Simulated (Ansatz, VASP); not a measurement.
**TiO in VASP and in Ansatz**

```
CELL_PARAMETERS angstrom
4.03351 0.00000 0.00000
0.00000 4.63853 0.00000
0.00000 0.00000 4.03351
ATOMIC_POSITIONS crystal
Ti 0.50000 0.50000 0.00000
Ti 0.00000 0.50000 0.50000
Ti 0.50000 0.00000 0.50000
O 0.00000 0.50000 0.00000
O 0.50000 0.00000 0.00000
O 0.00000 0.00000 0.50000
```

Change from the starting cell: strain +0.1500 x Voigt [0, 1, 0, 0, 0, 0], atoms carried along.

Alike in both runs: task single point; functional PBEsol; k mesh 12 × 12 × 12; occupations gaussian, width 0.15 eV; no spin polarisation.

|  | VASP | Ansatz |
| --- | --- | --- |
| version | VASP 6.6.1 | Ansatz 0.2.0 |
| potentials or method | VASP PAW PBE potentials, release 64 (Ti_sv, O), cutoff 520 eV | scalar-relativistic, plane waves, PAW |
| valence electrons in the cell | 54 | 54 |

|  | VASP | Ansatz | Ansatz less VASP |
| --- | --- | --- | --- |
| gap on the k mesh at the Fermi level (eV) | none | none | - |
| pressure (GPa) | -18.3 | -18.7 | -0.35 |
| traceless stress, the component that is largest in VASP (GPa) | -9.50 | -9.18 | +0.323 |

VASP's potentials were made for PBE, not for PBEsol. A gap of «none» marks a metal or a gap that the smearing closes. With one functional, cell and mesh, what is left measures potentials, basis and numerics.
